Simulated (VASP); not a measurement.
# MnSb (F-43m) in VASP: further runs, part 2 of 2

VASP 6.6.1. The steps go on from the part before.

## (3) Single point, PBE, collinear spin, ferromagnetic start

This run uses another cell than the first one, of 29.47 Å³/atom.

INCAR reads:

```
SYSTEM = MnSb
PREC = Accurate
ENCUT = 520
EDIFF = 1E-6
ISMEAR = 0
SIGMA = 0.1
LREAL = .FALSE.
LASPH = .TRUE.
NELM = 150
ALGO = Normal
ISIF = 2
LWAVE = .FALSE.
LCHARG = .FALSE.
ISPIN = 2
MAGMOM = 3.37 0
LORBIT = 11
LMAXMIX = 4
GGA = PE
NBANDS = 20
```

KPOINTS reads:

```
regular mesh
0
G
  6 6 6
  0 0 0
```

POSCAR reads:

```
MnSb
1.0
    0.0000000000      3.0886609888      3.0886609888
    3.0886609888      0.0000000000      3.0886609888
    3.0886609888      3.0886609888      0.0000000000
Mn Sb
1 1
Direct
    0.0000000000      0.0000000000      0.0000000000
    0.7500000000      0.7500000000      0.7500000000
```

Potentials or basis: VASP PAW PBE potentials, release 64 (Mn_pv, Sb).

The run is started by

```
cat potpaw_PBE.64/Mn_pv/POTCAR potpaw_PBE.64/Sb/POTCAR > POTCAR
mpirun -np 1 vasp_std > vasp.out
```

OUTCAR:

```text
SYSTEM = MnSb
   PREC = Accurate
   ENCUT = 520
   EDIFF = 1E-6
   ISMEAR = 0
   LREAL = .FALSE.
   LASPH = .TRUE.
   NELM = 150
   ISIF = 2
   ISPIN = 2
   LORBIT = 11
   GGA = PE

 ion  position               nearest neighbor table
   1  0.000  0.000  0.000-   2 2.67   2 2.67   2 2.67   2 2.67
   2  0.750  0.750  0.750-   1 2.67   1 2.67   1 2.67   1 2.67

  LATTYP: Found a face centered cubic cell.
 ALAT       =     6.1773219776

  Lattice vectors:

 A1 = (   0.0000000000,   3.0886609888,   3.0886609888)
 A2 = (   3.0886609888,   0.0000000000,   3.0886609888)
 A3 = (   3.0886609888,   3.0886609888,   0.0000000000)

Analysis of symmetry for initial positions (statically):
=====================================================================
 Subroutine PRICEL returns:
 Original cell was already a primitive cell.

 Routine SETGRP: Setting up the symmetry group for a
 face centered cubic supercell.

[... 555 lines left out ...]
      3     -41.9982      1.00000
      4      -5.6267      1.00000
      5       2.9127      1.00000
      6       2.9127      1.00000
[... 357 lines left out ...]
     19      17.4695      0.00000
     20      17.4695      0.00000

------------------------ aborting loop because EDIFF is reached ----------------------------------------

  FORCE on cell =-STRESS in cart. coord.  units (eV):
  Direction    XX          YY          ZZ          XY          YZ          ZX
  --------------------------------------------------------------------------------------
  -------------------------------------------------------------------------------------
  Total        0.0174509      0.0174509      0.0174509     -0.0000000     -0.0000000      0.0000000
  in kB        0.4744483      0.4744483      0.4744483     -0.0000000     -0.0000000      0.0000000
  external PRESSURE =       0.4744483 kB  Pullay stress =       0.0000000 kB

 VOLUME and BASIS-vectors are now :
 -----------------------------------------------------------------------------
  energy-cutoff  :      520.00
  volume of cell :       58.93
      direct lattice vectors                 reciprocal lattice vectors
     0.000000000  3.088660989  3.088660989    -0.161882447  0.161882447  0.161882447
     3.088660989  0.000000000  3.088660989     0.161882447 -0.161882447  0.161882447
     3.088660989  3.088660989  0.000000000     0.161882447  0.161882447 -0.161882447

 POSITION                                       TOTAL-FORCE (eV/Angst)
 -----------------------------------------------------------------------------------
      0.00000      0.00000      0.00000        -0.000000      0.000000     -0.000000
      4.63299      4.63299      4.63299         0.000000     -0.000000      0.000000
 -----------------------------------------------------------------------------------
    total drift:                                0.000001      0.000001      0.000001

  FREE ENERGIE OF THE ION-ELECTRON SYSTEM (eV)
  ---------------------------------------------------
  free  energy   TOTEN  =       -12.2815183419 eV

  energy  without entropy=      -12.2773858089  energy(sigma->0) =      -12.27945208

 total charge

# of ion       s       p       d       tot
------------------------------------------
    1        0.317   6.191   4.927  11.435
    2        1.140   1.336   0.023   2.499
--------------------------------------------------
tot          1.457   7.527   4.950  13.934

 magnetization (x)

# of ion       s       p       d       tot
------------------------------------------
    1        0.061   0.040   3.784   3.884
    2        0.000  -0.181   0.013  -0.168
--------------------------------------------------
tot          0.061  -0.141   3.797   3.717
```

stdout:

```text
POSCAR found type information on POSCAR MnSb
 POSCAR found :  2 types and       2 ions
 scaLAPACK will be used
 LDA part: xc-table for (Slater+PW92), standard interpolation
 POSCAR, INCAR and KPOINTS ok, starting setup
 FFT: planning ... GRIDC
 FFT: planning ... GRID_SOFT
 FFT: planning ... GRID
 WAVECAR not read
 entering main loop
```

It took 49 s on 1 thread of Intel Xeon 8259CL, shared host; peak memory 0.21 GiB.

Results:

| Property | Result |
| --- | --- |
| Free energy | -12.2815 eV |
| Pressure | 0.0 GPa |
| Band gap on the k mesh | zero (filled and empty bands overlap) |
| Net moment | 4.00 μB per cell |
| Site moments | Mn +3.88; Sb -0.17 μB |
| Valence electrons inside the program's atomic spheres | Mn 11.44; Sb 2.50 |

Caveat: spin-orbit coupling is left out, which moves the levels of the heavy elements; a cell with one magnetic atom can't hold antiferromagnetic order, which such compounds often take.

## (4) Relaxation of cell and atoms, PBE, collinear spin, ferromagnetic start

INCAR reads:

```
PREC = Accurate
ENCUT = 600
EDIFF = 1E-6
ISMEAR = 0
SIGMA = 0.1
LREAL = False
LASPH = True
NELM = 150
ALGO = Normal
ISIF = 3
LWAVE = False
LCHARG = False
ISPIN = 2
MAGMOM = 3.37 0
LORBIT = 11
LMAXMIX = 4
GGA = PE
IBRION = 2
NSW = 90
EDIFFG = -0.04
```

KPOINTS reads:

```
regular mesh
0
Gamma
  6 6 6
```

POSCAR reads:

```
MnSb
1.0
    0.0000000000      2.8479931613      2.8479931613
    2.8479931613      0.0000000000      2.8479931613
    2.8479931613      2.8479931613      0.0000000000
Mn Sb
1 1
Direct
    0.0000000000      0.0000000000      0.0000000000
    0.7500000000      0.7500000000      0.7500000000
```

The run is started by

```
cat potpaw_PBE.64/Mn_pv/POTCAR potpaw_PBE.64/Sb/POTCAR > POTCAR
mpirun -np 1 vasp_std > vasp.out
```

Wall time 2.4 min (1 thread of Intel Xeon 8259CL, shared host); peak memory 0.22 GiB.

Results (log left out):

| Item | Value |
| --- | --- |
| Free energy | -12.2801 eV |
| Relaxed volume | 29.52 Å³/atom |
| Relaxed cell | a = 4.371 Å, b = 4.371 Å, c = 4.371 Å, α = 60.00°, β = 60.00°, γ = 60.00° |
| Space group after relaxing (to 0.1 Å) | F-43m (No. 216) |
| Energy gained by relaxing | 235.3 meV/atom |
| Ionic steps | 4 |
| Pressure after relaxing | 0.0 GPa |
| Band gap on the k mesh | zero (filled and empty bands overlap) |
| Net moment | -4.00 μB per cell |
| Site moments | Mn -3.89; Sb +0.17 μB |
| Valence electrons inside the program's atomic spheres | Mn 11.43; Sb 2.50 |

The path:
```
step  energy change (eV)  largest force (eV/Å)  pressure (GPa)  volume (Å³)
   1              0.0000                0.0000           13.73        46.20
   2             -0.4636                0.0000           -1.41        60.74
   3             -0.4702                0.0000            0.34        58.64
   4             -0.4705                0.0000            0.00        59.04
```

Final structure:
```
CELL_PARAMETERS angstrom
0.00000 3.09050 3.09050
3.09050 0.00000 3.09050
3.09050 3.09050 0.00000
ATOMIC_POSITIONS crystal
Mn 0.00000 0.00000 0.00000
Sb 0.75000 0.75000 0.75000
```

Levels at points of the mesh, in eV from the Fermi level:
Spin up:
```csv
k point,band 5,band 6,band 7,band 8,band 9,band 10
"(0.00, 0.00, 0.00)",-1.42,-1.42,-1.42,0.81,0.81,3.67
"(0.50, 0.00, 0.00)",-3.71,-1.32,-1.32,0.68,0.83,0.83
"(0.50, 0.50, 0.00)",-3.61,-1.41,-1.41,0.16,0.77,1.00
```
Spin down:
```tsv
k point	band 8	band 9	band 10	band 11	band 12	band 13	band 14	band 15
(0.00, 0.00, 0.00)	-2.90	-2.90	2.29	2.29	2.29	3.14	5.19	5.19
(0.50, 0.00, 0.00)	-2.82	-2.82	-2.56	0.93	0.93	3.54	5.82	5.82
(0.50, 0.50, 0.00)	-2.82	-2.68	-2.41	-0.87	-0.87	3.00	3.72	11.03
```

Caveat: the volume moved by over 15 % at a fixed basis, so the end points are rough; spin-orbit coupling is left out, which moves the levels of the heavy elements; a cell with one magnetic atom can't hold antiferromagnetic order, which such compounds often take.

## (5) Summary

| task | cell | cutoff (eV) | gap on the mesh (eV) | pressure (GPa) | moment (μB) |
| --- | --- | --- | --- | --- | --- |
| single point | a = 4.028 Å, angles 60.0°, 2 atoms | 520 | none | 13.8 | 3.17 |
| single point | a = 4.368 Å, angles 60.0°, 2 atoms | 520 | none | 0.0 | 4.00 |
| relaxation of cell and atoms | relaxed from a = 4.028 Å, angles 60.0°, 2 atoms | 600 | none | 0.0 | 4.00 |

Alike in all rows: level PBE; potentials or basis VASP PAW PBE potentials, release 64 (Mn_pv, Sb); spin collinear, ferromagnetic start; k mesh 6 × 6 × 6; smearing gaussian 0.1 eV.

Caveats: spin-orbit coupling is left out, which moves the levels of the heavy elements; a cell with one magnetic atom can't hold antiferromagnetic order, which such compounds often take; the cell stands under pressure (at least some runs); the volume moved by over 15 % at a fixed basis, so the end points are rough (at least some runs).

Absolute energies hang on the potentials; compare differences alone.
